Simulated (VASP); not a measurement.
# Pr4Hg (P6/mmm) in VASP: notebook, part 2 of 3

VASP 6.6.1. Earlier steps stand in the parts before.

### 3 Relaxation of cell and atoms, PBE

This run uses another cell than the first one, of 28.82 Å³/atom.

Input file INCAR:

```
SYSTEM = Pr4Hg
PREC = Accurate
ENCUT = 500
EDIFF = 1E-7
ISMEAR = 0
SIGMA = 0.2
LREAL = .False.
LASPH = .True.
NELM = 200
ALGO = Normal
ISIF = 3
LWAVE = .False.
LCHARG = .False.
GGA = PE
IBRION = 2
NSW = 36
EDIFFG = -0.08
GGA_COMPAT = .False.
NELMIN = 4
LMAXMIX = 6
```

Input file KPOINTS:

```
Automatic mesh
0
Gamma
  3 3 3
  0 0 0
```

Input file POSCAR:

```
Pr4Hg
1.0
    5.7243330100      0.0000000000      0.0000000000
   -2.8621665000      4.9574178000      0.0000000000
    0.0000000000      0.0000000000      5.0782013100
Pr Hg
4 1
Direct
    0.5000000000      0.0000000000      0.5000000000
    0.0000000000      0.5000000000      0.5000000000
    0.5000000000      0.5000000000      0.5000000000
    0.0000000000      0.0000000000      0.5000000000
    0.0000000000      0.0000000000      0.0000000000
```

Potentials or basis: VASP PAW PBE potentials, release 64 (Pr_3, Hg), 4f in core.

On the command line:

```
cat potpaw_PBE.64/Pr_3/POTCAR potpaw_PBE.64/Hg/POTCAR > POTCAR
mpirun -np 1 vasp_std > vasp.out
```

OUTCAR:

```text
SYSTEM = Pr4Hg
   PREC = Accurate
   ENCUT = 500
   EDIFF = 1E-7
   ISMEAR = 0
   LREAL = .False.
   LASPH = .True.
   NELM = 200
   ISIF = 3
   GGA = PE
   IBRION = 2
   NSW = 36
   EDIFFG = -0.08
   NELMIN = 4

 ion  position               nearest neighbor table
   1  0.500  0.000  0.500-   3 2.86   3 2.86   2 2.86   2 2.86   4 2.86   4 2.86   5 3.83   5 3.83
                             5 3.83   5 3.83
   2  0.000  0.500  0.500-   4 2.86   4 2.86   1 2.86   1 2.86   3 2.86   3 2.86   5 3.83   5 3.83
                             5 3.83   5 3.83
   3  0.500  0.500  0.500-   1 2.86   1 2.86   4 2.86   4 2.86   2 2.86   2 2.86   5 3.83   5 3.83
                             5 3.83   5 3.83
   4  0.000  0.000  0.500-   5 2.54   5 2.54   2 2.86   2 2.86   3 2.86   3 2.86   1 2.86   1 2.86

   5  0.000  0.000  0.000-   4 2.54   4 2.54   2 3.83   2 3.83   2 3.83   2 3.83   3 3.83   3 3.83
                             3 3.83   3 3.83   1 3.83   1 3.83   1 3.83   1 3.83

  LATTYP: Found a hexagonal cell.
 ALAT       =     5.7243330100
 C/A-ratio  =     0.8871254173

  Lattice vectors:

 A1 = (   5.7243330100,   0.0000000000,   0.0000000000)
 A2 = (  -2.8621665000,   4.9574178000,   0.0000000000)
 A3 = (   0.0000000000,   0.0000000000,   5.0782013100)

Analysis of symmetry for initial positions (statically):
=====================================================================
 Subroutine PRICEL returns:
 Original cell was already a primitive cell.

 Routine SETGRP: Setting up the symmetry group for a
 hexagonal supercell.

 Subroutine GETGRP returns: Found 24 space group operations
[... 141 lines left out ...]
 NGX is ok and might be reduce to    42
   NGX = 21   NGY = 21   NGZ = 19

--------------------------------------- Ionic step        1  -------------------------------------------

 number of electron      56.0000001 magnetization

 Free energy of the ion-electron system (eV)
  ---------------------------------------------------
  ext. energy  EPLUGINS =         0.00000000
  ---------------------------------------------------
  free energy    TOTEN  =        -9.95590741 eV

  energy without entropy =       -9.80377034  energy(sigma->0) =       -9.87983888

 E-fermi :   4.0029     XC(G=0):  -9.9865

 val. band max:        3.9871468172   @ k =   0.3333   0.0000   0.0000
 cond. band min:       4.2742396090   @ k =   0.3333   0.3333   0.3333
 fundamental gap:      0.2870927918
 Fermi energy:         4.0028566981

 k-point     1 :       0.0000    0.0000    0.0000
  band No.  band energies     occupation
      1     -32.8417      2.00000
      2     -31.5110      2.00000
      3     -31.4888      2.00000
      4     -31.4888      2.00000
      5     -17.0535      2.00000
      6     -17.0535      2.00000
[... 399 lines left out ...]
--------------------------------------- Ionic step        6  -------------------------------------------

 number of electron      55.9999987 magnetization

 Free energy of the ion-electron system (eV)
  ---------------------------------------------------
  ext. energy  EPLUGINS =         0.00000000
  ---------------------------------------------------
  free energy    TOTEN  =       -15.65062677 eV

  energy without entropy =      -15.51739625  energy(sigma->0) =      -15.58401151

 E-fermi :   1.3718     XC(G=0):  -7.8718

 val. band max:        1.3538562020   @ k =   0.3333   0.3333   0.0000
 cond. band min:       1.3783083381   @ k =   0.3333   0.0000   0.0000
 fundamental gap:      0.0244521361
 Fermi energy:         1.3718203493

 k-point     1 :       0.0000    0.0000    0.0000
  band No.  band energies     occupation
      1     -35.4475      2.00000
      2     -35.3165      2.00000
      3     -35.3165      2.00000
      4     -34.9170      2.00000
      5     -17.9244      2.00000
      6     -17.8607      2.00000
[... 237 lines left out ...]
  FREE ENERGIE OF THE ION-ELECTRON SYSTEM (eV)
  ---------------------------------------------------
  free  energy   TOTEN  =       -15.6506267700 eV

  energy  without entropy=      -15.5173962482  energy(sigma->0) =      -15.58401151

 reached required accuracy - stopping structural energy minimisation
```

OSZICAR:

```text
N       E                     dE             d eps       ncg     rms          rms(c)
DAV:   1     0.558472286357E+03    0.55847E+03   -0.27555E+04   396   0.157E+03
DAV:   2     0.255018569918E+02   -0.53297E+03   -0.52539E+03   459   0.428E+02
DAV:   3    -0.159633756248E+02   -0.41465E+02   -0.39511E+02   640   0.942E+01
[... 84 lines left out ...]
DAV:   7    -0.156506270485E+02    0.24101E-05   -0.47082E-05   517   0.260E-02    0.967E-03
DAV:   8    -0.156506254094E+02    0.16391E-05   -0.73171E-06   470   0.138E-02    0.260E-03
DAV:   9    -0.156506263926E+02   -0.98324E-06   -0.66263E-07   414   0.281E-03    0.998E-04
DAV:  10    -0.156506266920E+02   -0.29934E-06   -0.22905E-07   326   0.194E-03    0.423E-04
DAV:  11    -0.156506267700E+02   -0.78016E-07   -0.27760E-08   231   0.890E-04
   6 F= -.15650627E+02 E0= -.15584012E+02  d E =-.970359E-02
```

CONTCAR:

```text
Pr4Hg
   1.00000000000000
     7.0298240402397987    0.0000000012992902    0.0000000000000000
    -3.5149120128543814    6.0880061916229122   -0.0000000000000000
     0.0000000000000000    0.0000000000000000    5.7859259624321400
  Pr              Hg
     4     1
Direct
     0.5000000000000000    1.0000000000000000    0.5000000000000000
     1.0000000000000000    0.5000000000000000    0.5000000000000000
     0.5000000000000000    0.5000000000000000    0.5000000000000000
     0.0000000000000000    1.0000000000000000    0.5000000000000000
     0.0000000000000000    1.0000000000000000    1.0000000000000000

  0.00000000E+00  0.00000000E+00  0.00000000E+00
  0.00000000E+00  0.00000000E+00  0.00000000E+00
  0.00000000E+00  0.00000000E+00  0.00000000E+00
  0.00000000E+00  0.00000000E+00  0.00000000E+00
  0.00000000E+00  0.00000000E+00  0.00000000E+00
```

Wall time 1.8 min (1 thread of Intel Xeon 6975P-C (Granite Rapids), shared host); peak memory 0.26 GiB.

What came out:

```
Free energy                           : -15.6506 eV
Relaxed volume                        : 49.52 Å³/atom
Relaxed cell                          : a = 7.030 Å, b = 7.030 Å, c = 5.786 Å, α = 90.00°, β = 90.00°, γ = 120.00°
Space group after relaxing (to 0.1 Å) : P6/mmm (No. 191)
Energy gained by relaxing             : 1138.9 meV/atom
Ionic steps                           : 6
Pressure after relaxing               : -0.1 GPa
Band gap on the k mesh                : zero (bands 28 and 29 overlap by 0.88 eV)
```

The path:
| step | energy change (eV) | largest force (eV/Å) | pressure (GPa) | volume (Å³) |
| --- | --- | --- | --- | --- |
| 1 | 0.0000 | 0.0000 | 28.92 | 144.11 |
| 2 | -5.4006 | 0.0000 | -2.10 | 281.06 |
| 3 | -5.6406 | 0.0000 | 1.14 | 231.10 |
| 4 | -5.6856 | 0.0000 | 0.15 | 243.97 |
| 5 | -5.6850 | 0.0000 | -0.02 | 246.32 |
| 6 | -5.6947 | 0.0000 | -0.09 | 247.62 |

Final structure:
```xyz
5
Lattice="7.0298 0.0000 0.0000 -3.5149 6.0880 0.0000 0.0000 0.0000 5.7859" Properties=species:S:1:pos:R:3 pbc="T T T"
Pr    0.0000    6.0880    2.8930
Pr    5.2724    3.0440    2.8930
Pr    1.7575    3.0440    2.8930
Pr   -3.5149    6.0880    2.8930
Hg   -3.5149    6.0880    5.7859
```

Levels at points of the mesh, in eV from the Fermi level:
```csv
k point,band 25,band 26,band 27,band 28,band 29,band 30,band 31,band 32
"(0.00, 0.00, 0.00)",-1.48,-1.43,-0.33,-0.15,-0.15,0.21,1.29,1.29
```

Caveat: the k points lie up to 0.36 Å⁻¹ apart in the final cell, too coarse for converged energies and pressures of a metal; the volume moved by over 15 % at a fixed basis, so the end points are rough; spin-orbit coupling is left out, which moves the levels of the heavy elements; the 4f electrons are frozen in the core, so they carry no moment and show no levels. Spin polarisation is off, so any magnetic state and its effect on volume and gap are missing.

(Continued in part 3 of 3.)

The gap in the log of VASP goes by the Fermi energy; the results here count the filled bands.